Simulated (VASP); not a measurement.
Runs of VASP 6.6.1 on HgTe. The structure is that of space group I-4m2 (No. 119), or close to it. The cells are those of the table. 

```csv
cell,gap on the mesh (eV),pressure (GPa)
"a = 4.733, b = 4.733, c = 4.901 Å, angles 58.8, 58.8, 62.4°, 2 atoms",-,(a)
"a = 4.762, b = 4.762, c = 4.958 Å, angles 58.6, 58.6, 62.7°, 2 atoms",-,-2.1
"a = 4.391, b = 4.391, c = 4.217 Å, angles 61.3, 61.3, 57.4°, 2 atoms",none,16.2
"a = 4.337, b = 4.337, c = 4.103 Å, angles 61.8, 61.8, 56.5°, 2 atoms",none,(b)
"a = 4.792, b = 4.792, c = 5.015 Å, angles 58.5, 58.5, 63.1°, 2 atoms",-,-2.6
```

Alike in all rows: task single point; level PBE; potentials or basis VASP PAW PBE potentials, release 64 (Hg, Te); no spin polarisation; k mesh 14 × 14 × 14; cutoff (eV) 520; smearing gaussian 0.15 eV.

Question: Fill in the values left out.

Answer: (a) -1.5; (b) 22.5.

Caveats: spin-orbit coupling is left out, which moves the levels of the heavy elements; the cell stands under pressure (at least some runs); semilocal functionals underestimate gaps, so a narrow gap can read as zero (at least some runs).

A k mesh can miss the band edges, and the runs leave out spin-orbit coupling on Hg, Te.

A gap of «none» marks levels without a gap at the run's occupations.
